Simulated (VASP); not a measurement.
# CdSe (F-43m) in VASP: a series of runs

The runs below take CdSe through single point, relaxation of volume and atoms at fixed shape, with PBEsol.

Program: VASP 6.6.1. These are calculated values, not measurements. Logs are shortened: lines on timing, memory, paths and dates and some standing lists are left out, and cuts for length are marked.

## Step 1: The cell of the first run

It takes space group F-43m (No. 216, cubic). The conventional cell has a = 6.083 Å, b = 6.083 Å, c = 6.083 Å, α = 90.00°, β = 90.00°, γ = 90.00°. Cd (site symmetry -43m) has 4 Se at 2.63 Å within 3.5 Å. Within 3.5 Å of Se (site symmetry -43m) lie 4 Cd at 2.63 Å.

## Step 2: Single point, PBEsol

The input, INCAR:

```
SYSTEM = CdSe
PREC = Accurate
ENCUT = 500
EDIFF = 1E-6
ISMEAR = 0
SIGMA = 0.01
LREAL = .FALSE.
LASPH = .TRUE.
NELM = 120
ALGO = Normal
ISIF = 2
LWAVE = .FALSE.
LCHARG = .TRUE.
GGA = PS
LELF = .TRUE.
LVHAR = .TRUE.
NBANDS = 16
GGA_COMPAT = .FALSE.
```

The input, KPOINTS:

```
Automatic mesh
0
G
  6 6 6
  0 0 0
```

The input, POSCAR:

```
CdSe
1.0
    0.0000000000      3.0415805977      3.0415805977
    3.0415805977      0.0000000000      3.0415805977
    3.0415805977      3.0415805977      0.0000000000
Cd Se
1 1
Direct
    0.0000000000      0.0000000000      0.0000000000
    0.7500000000      0.7500000000      0.7500000000
```

Potentials or basis: VASP PAW PBE potentials, release 64 (Cd, Se).

Launch:

```sh
> cat potpaw_PBE.64/Cd/POTCAR potpaw_PBE.64/Se/POTCAR > POTCAR
> mpirun -np 1 vasp_std > vasp.out
```

OUTCAR:

```text
SYSTEM = CdSe
   PREC = Accurate
   ENCUT = 500
   EDIFF = 1E-6
   ISMEAR = 0
   LREAL = .FALSE.
   LASPH = .TRUE.
   NELM = 120
   ISIF = 2
   GGA = PS

 ion  position               nearest neighbor table
   1  0.000  0.000  0.000-   2 2.63   2 2.63   2 2.63   2 2.63
   2  0.750  0.750  0.750-   1 2.63   1 2.63   1 2.63   1 2.63

  LATTYP: Found a face centered cubic cell.
 ALAT       =     6.0831611954

  Lattice vectors:

 A1 = (   0.0000000000,   3.0415805977,   3.0415805977)
 A2 = (   3.0415805977,   0.0000000000,   3.0415805977)
 A3 = (   3.0415805977,   3.0415805977,   0.0000000000)

Analysis of symmetry for initial positions (statically):
=====================================================================
 Subroutine PRICEL returns:
 Original cell was already a primitive cell.

 Routine SETGRP: Setting up the symmetry group for a
 face centered cubic supercell.

 Subroutine GETGRP returns: Found 24 space group operations
 (whereof 24 operations were pure point group operations)
 out of a pool of 48 trial point group operations.

The static configuration has the point symmetry T_d .

Analysis of symmetry for dynamics (positions and initial velocities):
=====================================================================
 Subroutine PRICEL returns:
 Original cell was already a primitive cell.

 Routine SETGRP: Setting up the symmetry group for a
 face centered cubic supercell.

 Subroutine GETGRP returns: Found 24 space group operations
 (whereof 24 operations were pure point group operations)
 out of a pool of 48 trial point group operations.

The dynamic configuration has the point symmetry T_d .

 Subroutine INISYM returns: Found 24 space group operations
 (whereof 24 operations are pure point group operations),
 and found     1 'primitive' translations

----------------------------------------------------------------------------------------

                                     Primitive cell

  volume of cell :      56.2766

  direct lattice vectors                    reciprocal lattice vectors
     0.000000000  3.041580598  3.041580598    -0.164388213  0.164388213  0.164388213
     3.041580598  0.000000000  3.041580598     0.164388213 -0.164388213  0.164388213
     3.041580598  3.041580598  0.000000000     0.164388213  0.164388213 -0.164388213

  length of vectors
     4.301444532  4.301444532  4.301444532     0.284728738  0.284728738  0.284728738

  position of ions in fractional coordinates (direct lattice)
     0.000000000  0.000000000  0.000000000
     0.750000000  0.750000000  0.750000000

  ion indices of the primitive-cell ions
   primitive index   ion index
                 1           1
                 2           2

----------------------------------------------------------------------------------------

 KPOINTS: Automatic mesh

Automatic generation of k-mesh.
 Grid dimensions read from file:
 generate k-points for:    6    6    6

 Generating k-lattice:

  Cartesian coordinates                     Fractional coordinates (reciprocal lattice)
    -0.027398036  0.027398036  0.027398036     0.166666667  0.000000000  0.000000000
     0.027398036 -0.027398036  0.027398036     0.000000000  0.166666667  0.000000000
     0.027398036  0.027398036 -0.027398036     0.000000000  0.000000000  0.166666667

  Length of vectors
     0.047454790  0.047454790  0.047454790

  Shift w.r.t. Gamma in fractional coordinates (k-lattice)
     0.000000000  0.000000000  0.000000000

 Subroutine IBZKPT returns following result:
 ===========================================

 Found     16 irreducible k-points:

 Following reciprocal coordinates:
            Coordinates               Weight
  0.000000  0.000000  0.000000      1.000000
  0.166667  0.000000  0.000000      8.000000
  0.333333  0.000000  0.000000      8.000000
  0.500000  0.000000  0.000000      4.000000
  0.166667  0.166667  0.000000      6.000000
  0.333333  0.166667  0.000000     24.000000
[... 8 lines left out ...]
 -0.333333  0.333333  0.166667     24.000000
 -0.333333  0.500000  0.166667     12.000000
   k-points           NKPTS =     16   k-points in BZ     NKDIM =     16   number of bands    NBANDS=     16
   number of dos      NEDOS =    301   number of ions     NIONS =      2
   total plane-waves  NPLWV =  32768
   dimension x,y,z NGX =    32 NGY =   32 NGZ =   32
   dimension x,y,z NGXF=    64 NGYF=   64 NGZF=   64
   ions per type =               1   1
   NGX,Y,Z   is equivalent  to a cutoff of  12.37, 12.37, 12.37 a.u.
   NGXF,Y,Z  is equivalent  to a cutoff of  24.74, 24.74, 24.74 a.u.
 SYSTEM =  CdSe
   PREC   = accura    normal or accurate (medium, high low for compatibility)
   ISTART =      0    job   : 0-new  1-cont  2-samecut
   ICHARG =      2    charge: 1-file 2-atom 10-const
   ISPIN  =      1    spin polarized calculation?
   LNONCOLLINEAR =      F non collinear calculations
   LSORBIT =      F    spin-orbit coupling
   LASPH  =      T    aspherical Exc in radial PAW
   ENCUT  =  500.0 eV  36.75 Ry    6.06 a.u.   7.84  7.84  7.84*2*pi/ulx,y,z
   NELM   =    120;   NELMIN=  2; NELMDL= -5     # of ELM steps
   EDIFF  = 0.1E-05   stopping-criterion for ELM
   LREAL  =      F    real-space projection
   EDIFFG = 0.1E-04   stopping-criterion for IOM
   NSW    =      0    number of steps for IOM
   IBRION =     -1    ionic relax: 0-MD 1-quasi-New 2-CG
   NFREE  =      0    steps in history (QN), initial steepest desc. (CG)
   ISIF   =      2    stress and relaxation
   ISYM   =      2    0-nonsym 1-usesym 2-fastsym
   POTIM  = 0.5000    time-step for ionic-motion
   TEBEG  =    0.0;   TEEND  =   0.0 temperature during run
   PSTRESS=    0.0 pullay stress
   NELECT =      18.0000    total number of electrons
   NUPDOWN=      -1.0000    fix difference up-down
   EMIN   =  10.00;   EMAX   =-10.00  energy-range for DOS
   EFERMI =   0.00;   METHOD = LEGACY
   ISMEAR =     0;   SIGMA  =   0.01  broadening in eV -4-tet -1-fermi 0-gaus
   EFERMI_NEDOS =   21; number of points for ismear=-14 and -15
   IALGO  =     38    algorithm
   IMIX   =      4    mixing-type and parameters
     AMIX     =   0.40;   BMIX     =  1.00
     AMIX_MAG =   1.60;   BMIX_MAG =  1.00
  volume/ion in A,a.u.               =      28.14       189.89
  Fermi-wavevector in a.u.,A,eV,Ry     =   1.119583  2.115705 17.054445  1.253466
  Thomas-Fermi vector in A             =   2.256223
   LORBIT       =      0    0 simple, 1 ext, 2 COOP (PROOUT), +10 PAW based schemes
   GGA     = PS    functional components
   LHFCALC =     F    Hartree Fock is set to
   AEXX    =    0.0000 exact exchange contribution
   IVDW    =     0    specifies the selected vdW correction
   LEPSILON=     F    determine dielectric tensor
   LRPA    =     F    only Hartree local field effects (RPA)
 non-spin polarized calculation
 Gauss-broadening in eV      SIGMA  =   0.01
  energy-cutoff  :      500.00
  volume of cell :       56.28
 maximum number of plane-waves:      1459
   NGX = 15   NGY = 15   NGZ = 15

 number of electron      18.0000002 magnetization

 Free energy of the ion-electron system (eV)
  ---------------------------------------------------
  ext. energy  EPLUGINS =         0.00000000
  ---------------------------------------------------
  free energy    TOTEN  =        -6.17251287 eV

  energy without entropy =       -6.17251287  energy(sigma->0) =       -6.17251287

 E-fermi :   0.9335     XC(G=0):  -9.0961

 val. band max:        0.8128466651   @ k =   0.0000   0.0000   0.0000
 cond. band min:       1.2925500773   @ k =   0.0000   0.0000   0.0000
 fundamental gap:      0.4797034122
 Fermi energy:         0.9334558325

 k-point     1 :       0.0000    0.0000    0.0000
  band No.  band energies     occupation
      1     -11.8085      2.00000
      2      -7.1025      2.00000
      3      -7.1025      2.00000
      4      -7.1025      2.00000
      5      -6.7218      2.00000
      6      -6.7218      2.00000
[... 8 lines left out ...]
     15      11.8748      0.00000
     16      11.8748      0.00000

 k-point     2 :       0.1667    0.0000    0.0000
  band No.  band energies     occupation
      1     -11.7149      2.00000
      2      -7.0732      2.00000
      3      -7.0732      2.00000
      4      -7.0160      2.00000
      5      -6.7228      2.00000
      6      -6.7228      2.00000
[... 8 lines left out ...]
     15      10.8606      0.00000
     16      11.1599      0.00000

 k-point     3 :       0.3333    0.0000    0.0000
  band No.  band energies     occupation
      1     -11.5245      2.00000
      2      -7.0246      2.00000
      3      -7.0246      2.00000
      4      -6.7145      2.00000
      5      -6.7119      2.00000
      6      -6.7119      2.00000
[... 8 lines left out ...]
     15      11.2945      0.00000
     16      11.2945      0.00000

 k-point     4 :       0.5000    0.0000    0.0000
  band No.  band energies     occupation
      1     -11.4283      2.00000
      2      -7.0072      2.00000
      3      -7.0072      2.00000
      4      -6.6980      2.00000
      5      -6.6980      2.00000
      6      -6.4287      2.00000
[... 8 lines left out ...]
     15      12.8881      0.00000
     16      12.8881      0.00000
[... 172 lines left out ...]
 k-point    14 :       0.5000    0.3333    0.1667
  band No.  band energies     occupation
      1     -11.4014      2.00000
      2      -6.9546      2.00000
      3      -6.9467      2.00000
      4      -6.7931      2.00000
      5      -6.6953      2.00000
      6      -6.4874      2.00000
[... 8 lines left out ...]
     15      12.8572      0.00000
     16      13.8633      0.00000

 k-point    15 :      -0.3333    0.3333    0.1667
  band No.  band energies     occupation
      1     -11.3394      2.00000
      2      -6.9482      2.00000
      3      -6.9194      2.00000
      4      -6.7550      2.00000
      5      -6.7112      2.00000
      6      -6.2924      2.00000
[... 8 lines left out ...]
     15      12.6029      0.00000
     16      13.7860      0.00000

 k-point    16 :      -0.3333    0.5000    0.1667
  band No.  band energies     occupation
      1     -11.3093      2.00000
      2      -6.9150      2.00000
      3      -6.8922      2.00000
      4      -6.7870      2.00000
      5      -6.6941      2.00000
      6      -6.2666      2.00000
[... 8 lines left out ...]
     15      13.5327      0.00000
     16      13.7260      0.00000

------------------------ aborting loop because EDIFF is reached ----------------------------------------

  FORCE on cell =-STRESS in cart. coord.  units (eV):
  Direction    XX          YY          ZZ          XY          YZ          ZX
  --------------------------------------------------------------------------------------
  -------------------------------------------------------------------------------------
  Total        0.1095652      0.1095652      0.1095652      0.0000000     -0.0000000      0.0000000
  in kB        3.1192865      3.1192865      3.1192865      0.0000000     -0.0000000      0.0000000
  external PRESSURE =       3.1192865 kB  Pullay stress =       0.0000000 kB

 VOLUME and BASIS-vectors are now :
 -----------------------------------------------------------------------------
  energy-cutoff  :      500.00
  volume of cell :       56.28
      direct lattice vectors                 reciprocal lattice vectors
     0.000000000  3.041580598  3.041580598    -0.164388213  0.164388213  0.164388213
     3.041580598  0.000000000  3.041580598     0.164388213 -0.164388213  0.164388213
     3.041580598  3.041580598  0.000000000     0.164388213  0.164388213 -0.164388213

 POSITION                                       TOTAL-FORCE (eV/Angst)
 -----------------------------------------------------------------------------------
      0.00000      0.00000      0.00000         0.000000      0.000000     -0.000000
      4.56237      4.56237      4.56237        -0.000000     -0.000000      0.000000
 -----------------------------------------------------------------------------------
    total drift:                               -0.000000     -0.000000     -0.000000

  FREE ENERGIE OF THE ION-ELECTRON SYSTEM (eV)
  ---------------------------------------------------
  free  energy   TOTEN  =        -6.1725128680 eV

  energy  without entropy=       -6.1725128680  energy(sigma->0) =       -6.17251287
```

Wall time 14 s (1 thread of Intel Xeon Platinum 8259CL at 2.50GHz (Skylake/Cascade Lake), shared host); peak memory 0.18 GiB.

What came out:

| Item | Value |
| --- | --- |
| Free energy | -6.1725 eV |
| Pressure | 0.3 GPa |
| Band gap on the k mesh | 0.48 eV |

Caveat: the PAW data sets were made with another functional, which shifts forces and pressure a little.

## Step 3: Single point, PBEsol

This run uses another cell than the first one, of 27.72 Å³/atom.

The input, INCAR:

```
PREC = Accurate
ENCUT = 500
EDIFF = 1E-6
ISMEAR = 0
SIGMA = 0.01
LREAL = F
LASPH = T
NELM = 120
ALGO = Normal
ISIF = 2
LWAVE = F
LCHARG = F
GGA = PS
NBANDS = 16
GGA_COMPAT = F
```

The input, KPOINTS:

```
regular mesh
0
Gamma
  6 6 6
```

The input, POSCAR:

```
CdSe
1.0
    0.0000000000      3.0262960151      3.0262960151
    3.0262960151      0.0000000000      3.0262960151
    3.0262960151      3.0262960151      0.0000000000
Cd Se
1 1
Direct
    0.0000000000      0.0000000000      0.0000000000
    0.7500000000      0.7500000000      0.7500000000
```

Potentials or basis: VASP PAW PBE potentials, release 64 (Cd, Se).

Launch:

```sh
> cat potpaw_PBE.64/Cd/POTCAR potpaw_PBE.64/Se/POTCAR > POTCAR
> mpirun -np 1 vasp_std > vasp.out
```

It took 13 s on 1 thread of Intel Xeon Platinum 8259CL at 2.50GHz (Skylake/Cascade Lake), shared host; peak memory 0.18 GiB.

Results (log left out):

```
Free energy            : -6.1686 eV
Pressure               : 1.1 GPa
Band gap on the k mesh : 0.51 eV
```

Levels at points of the mesh, in eV from the valence-band top:
```tsv
k point	band 7	band 8	band 9	band 10	band 11	band 12
(0.00, 0.00, 0.00)	0.00	0.00	0.00	0.51	5.85	5.85
(0.50, 0.00, 0.00)	-4.54	-0.78	-0.78	2.30	6.36	6.36
(0.50, 0.50, 0.00)	-4.20	-1.93	-1.93	2.97	3.68	9.05
```

Caveat: the PAW data sets were made with another functional, which shifts forces and pressure a little.

## Step 4: Single point, PBEsol

This run uses another cell than the first one, of 28.56 Å³/atom.

The input, INCAR:

```
SYSTEM = CdSe
  ALGO = Normal
  EDIFF = 1E-6
  ENCUT = 500
  GGA = PS
  GGA_COMPAT = .FALSE.
  ISIF = 2
  ISMEAR = 0
  LASPH = .TRUE.
  LCHARG = .FALSE.
  LREAL = .FALSE.
  LWAVE = .FALSE.
  NBANDS = 16
  NELM = 120
  PREC = Accurate
  SIGMA = 0.01
```

The input, KPOINTS:

```
k-points
0
G
  6 6 6
  0 0 0
```

The input, POSCAR:

```
CdSe
1.0
    0.0000000000      3.0567130886      3.0567130886
    3.0567130886      0.0000000000      3.0567130886
    3.0567130886      3.0567130886      0.0000000000
Cd Se
1 1
Direct
    0.0000000000      0.0000000000      0.0000000000
    0.7500000000      0.7500000000      0.7500000000
```

Launch:

```sh
> cat potpaw_PBE.64/Cd/POTCAR potpaw_PBE.64/Se/POTCAR > POTCAR
> mpirun -np 1 vasp_std > vasp.out
```

Run time: 13 s. Hardware: 1 thread of Intel Xeon Platinum 8259CL at 2.50GHz (Skylake/Cascade Lake), shared host; peak memory 0.18 GiB.

The run converged. Its results:

```yaml
Free_energy: -6.1721 eV
Pressure: -0.5 GPa
Band_gap_on_the_k_mesh: 0.45 eV
```

Levels at points of the mesh, in eV from the valence-band top:
| k point | band 6 | band 7 | band 8 | band 9 | band 10 | band 11 | band 12 | band 13 |
| --- | --- | --- | --- | --- | --- | --- | --- | --- |
| (0.00, 0.00, 0.00) | -7.50 | 0.00 | 0.00 | 0.00 | 0.45 | 5.85 | 5.85 | 5.85 |
| (0.50, 0.00, 0.00) | -7.22 | -4.36 | -0.74 | -0.74 | 2.27 | 6.36 | 6.36 | 7.24 |
| (0.50, 0.50, 0.00) | -7.16 | -4.06 | -1.83 | -1.83 | 3.03 | 3.66 | 8.91 | 10.04 |

Caveat: the PAW data sets were made with another functional, which shifts forces and pressure a little.

## Step 5: Relaxation of volume and atoms at fixed shape, PBEsol

This run uses another cell than the first one, of 28.94 Å³/atom.

The input, INCAR:

```
PREC = Accurate
ENCUT = 500
EDIFF = 1E-7
ISMEAR = 0
SIGMA = 0.01
LREAL = False
LASPH = True
NELM = 120
ALGO = Normal
ISIF = 8
LWAVE = False
LCHARG = False
GGA = PS
IBRION = 2
NSW = 60
EDIFFG = -0.03
GGA_COMPAT = False
NELMIN = 4
```

The input, KPOINTS:

```
regular mesh
0
Gamma
  6 6 6
```

The input, POSCAR:

```
CdSe
1.0
    0.0000000000      3.0702712000      3.0702712000
    3.0702712000      0.0000000000      3.0702712000
    3.0702712000      3.0702712000      0.0000000000
Cd Se
1 1
Direct
    0.0000000000      0.0000000000      0.0000000000
    0.7500000000      0.7500000000      0.7500000000
```

Launch:

```sh
> cat potpaw_PBE.64/Cd/POTCAR potpaw_PBE.64/Se/POTCAR > POTCAR
> mpirun -np 1 vasp_std > vasp.out
```

It took 33 s on 1 thread of Intel Xeon Platinum 8259CL at 2.50GHz (Skylake/Cascade Lake), shared host; peak memory 0.18 GiB.

Results (log left out):

- Free energy: -6.1729 eV
- Relaxed volume: 28.31 Å³/atom
- Relaxed cell: a = 4.310 Å, b = 4.310 Å, c = 4.310 Å, α = 60.00°, β = 60.00°, γ = 60.00°
- Space group after relaxing (to 0.1 Å): F-43m (No. 216)
- Energy gained by relaxing: 2.2 meV/atom
- Ionic steps: 3
- Pressure after relaxing: 0.0 GPa
- Band gap on the k mesh: 0.47 eV

Step by step:
```csv
step,energy change (eV),largest force (eV/Å),pressure (GPa),volume (Å³)
1,0.0000,0.0000,-1.10,57.88
2,-0.0040,0.0000,0.36,56.24
3,-0.0044,0.0000,0.00,56.62
```

Final structure:
```
CELL_PARAMETERS angstrom
0.00000 3.04767 3.04767
3.04767 0.00000 3.04767
3.04767 3.04767 0.00000
ATOMIC_POSITIONS crystal
Cd 0.00000 0.00000 0.00000
Se 0.75000 0.75000 0.75000
```

Levels at points of the mesh, in eV from the valence-band top:
```tsv
k point	band 5	band 6	band 7	band 8	band 9	band 10	band 11	band 12	band 13
(0.00, 0.00, 0.00)	-7.52	-7.52	0.00	0.00	0.00	0.47	5.85	5.85	5.85
(0.50, 0.00, 0.00)	-7.50	-7.23	-4.41	-0.75	-0.75	2.28	6.36	6.36	7.26
(0.50, 0.50, 0.00)	-7.46	-7.17	-4.10	-1.86	-1.86	3.01	3.67	8.95	10.09
```

Caveat: the PAW data sets were made with another functional, which shifts forces and pressure a little.

## Step 6: Overview

```tsv
task	cell	gap on the mesh (eV)	pressure (GPa)
single point	a = 4.301 Å, angles 60.0°, 2 atoms	0.48	0.3
single point	a = 4.280 Å, angles 60.0°, 2 atoms	0.51	1.1
single point	a = 4.323 Å, angles 60.0°, 2 atoms	0.45	-0.5
relaxation of volume and atoms at fixed shape	relaxed from a = 4.342 Å, angles 60.0°, 2 atoms	0.47	0.0
```

Alike in all rows: level PBEsol; potentials or basis VASP PAW PBE potentials, release 64 (Cd, Se); no spin polarisation; k mesh 6 × 6 × 6; cutoff (eV) 500; smearing gaussian 0.01 eV.

Caveats: the PAW data sets were made with another functional, which shifts forces and pressure a little.

Absolute energies hang on the potentials; compare differences alone.
